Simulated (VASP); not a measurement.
Write the native input for VASP 6.6.1 that does the following.

| Quantity | Value |
| --- | --- |
| Task | relaxation of cell and atoms |
| Functional | PBE |
| Potentials or basis | VASP PAW PBE potentials, release 64 (Ca_sv, Se) |
| Cutoff | 600 eV |
| k mesh | 7 × 7 × 7 |
| Occupations | fermi-dirac, width 0.02 eV |
| Spin | no spin polarisation |
| Dipole correction | no |
| Further INCAR settings | ALGO = Normal; EDIFF = 1e-06; IBRION = 2; EDIFFG = -0.005; NSW = 100; ISIF = 3 |

The structure of CaSe lies in POSCAR:

```
CaSe
1.0
    0.0000000000      2.9948991977      2.9948991977
    2.9948991977      0.0000000000      2.9948991977
    2.9948991977      2.9948991977      0.0000000000
Ca Se
1 1
Direct
    0.0000000000      0.0000000000      0.0000000000
    0.5000000000      0.5000000000      0.5000000000
```

One way to write it, as run:

INCAR

```
SYSTEM = CaSe
PREC = Accurate ; ENCUT = 600
EDIFF = 1E-6 ; ISMEAR = -1
SIGMA = 0.02 ; LREAL = .False.
LASPH = .True. ; NELM = 80
ALGO = Normal ; ISIF = 3
LWAVE = .False. ; LCHARG = .False.
GGA = PE ; IBRION = 2
NSW = 100 ; EDIFFG = -0.005
```

KPOINTS

```
Automatic mesh
0
Gamma
  7 7 7
  0 0 0
```

Potentials or basis: VASP PAW PBE potentials, release 64 (Ca_sv, Se).

Run with:

```sh
$ cat potpaw_PBE.64/Ca_sv/POTCAR potpaw_PBE.64/Se/POTCAR > POTCAR
$ mpirun -np 1 vasp_std > vasp.out
```

Results of the run:

The relaxed volume is 26.54 Å³/atom and the relaxed cell is a = 4.218 Å, b = 4.218 Å, c = 4.218 Å, α = 60.00°, β = 60.00°, γ = 60.00°. The space group after relaxing (to 0.05 Å) is Fm-3m (No. 225). The energy gained by relaxing is 0.6 meV/atom. The ionic steps are 3, the pressure after relaxing is 0.0 GPa and the band gap on the k mesh is 2.14 eV, indirect (least direct gap 3.03 eV).

Run time: 18 s on 1 thread of Intel(R) Xeon(R) 6975P-C (Granite Rapids), on a shared host, peak memory 0.22 GiB.
